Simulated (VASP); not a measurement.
Wanted: the native input for a VASP 6.6.1 run.

* Task: single point
* Functional: PBE
* Potentials or basis: VASP PAW PBE potentials, release 64 (Sc_sv)
* Cutoff: 520 eV
* k mesh: 18 × 18 × 10
* Occupations: gaussian, width 0.15 eV
* Spin: no spin polarisation
* Dipole correction: no
* Further INCAR settings: ALGO = Fast; EDIFF = 1e-06; NBANDS = 18

The structure of Sc lies in POSCAR:

```
Sc
1.0
    3.2591659288      0.0000000000      0.0000000000
   -1.6295829644      2.8225204895      0.0000000000
    0.0000000000      0.0000000000      5.2680000000
Sc
2
Direct
    0.3333333333      0.6666666667      0.2500000000
    0.6666666667      0.3333333333      0.7500000000
```

This cell differs from its parent crystal: strain -0.015 along x and y, +0.000 along z.

The input as run:

INCAR

```
SYSTEM = Sc
ALGO = Fast
EDIFF = 1E-6
ENCUT = 520
GGA = PE
ISIF = 2
ISMEAR = 0
LASPH = .True.
LCHARG = .False.
LREAL = .False.
LWAVE = .False.
NBANDS = 18
NELM = 80
PREC = Accurate
SIGMA = 0.15
```

KPOINTS

```
k-points
0
Gamma
  18 18 10
  0 0 0
```

Potentials or basis: VASP PAW PBE potentials, release 64 (Sc_sv).

The run is started by

```sh
$ cat potpaw_PBE.64/Sc_sv/POTCAR > POTCAR
$ mpirun -np 1 vasp_std > vasp.out
```

It gave:

The pressure is 1.1 GPa and the band gap on the k mesh is zero (band 11 reaches 4.63 eV, above the bottom of band 12 at 3.31 eV).

Caveat: the cell differs from its parent crystal (strain -0.015 along x and y, +0.000 along z).

Run time: 4.5 min on 1 thread of AMD EPYC 7R13, with other jobs on the host, peak memory 0.25 GiB.
